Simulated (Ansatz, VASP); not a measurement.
ZrNb2N3 in VASP and in Ansatz

```
Zr Nb N
1.0
     4.17946    0.00000    0.00000
     0.00000    4.17946    0.00000
     0.00000    0.00000    5.28235
Zr Nb N
1 2 3
Direct
  0.00000 0.00000 0.50000
  0.50000 0.50000 0.50000
  0.00000 0.00000 0.00000
  0.50000 0.50000 0.00000
  0.00000 0.50000 0.50000
  0.50000 0.00000 0.50000
```

Alike in both runs: functional PBE; k mesh 3 × 3 × 3; occupations gaussian, width 0.15 eV; no spin polarisation.

Ansatz relaxed the structure, and its values are those at the end. VASP's run is a single point on that final structure, the one shown.

|  | VASP | Ansatz |
| --- | --- | --- |
| version | VASP 6.6.1 | Ansatz 0.2.0 |
| potentials or method | VASP PAW PBE potentials, release 64 (Zr_sv, Nb_sv, N), cutoff 600 eV | scalar-relativistic, plane waves, PAW |
| valence electrons in the cell | 53 | 53 |

|  | VASP | Ansatz | Ansatz less VASP |
| --- | --- | --- | --- |
| gap on the k mesh at the Fermi level (eV) | none | none | - |
| pressure (GPa) | 0.1 | 0.2 | +0.16 |

A gap of «none» marks a metal or a gap that the smearing closes.

The k mesh is coarse, so the values compare programs but aren't converged.
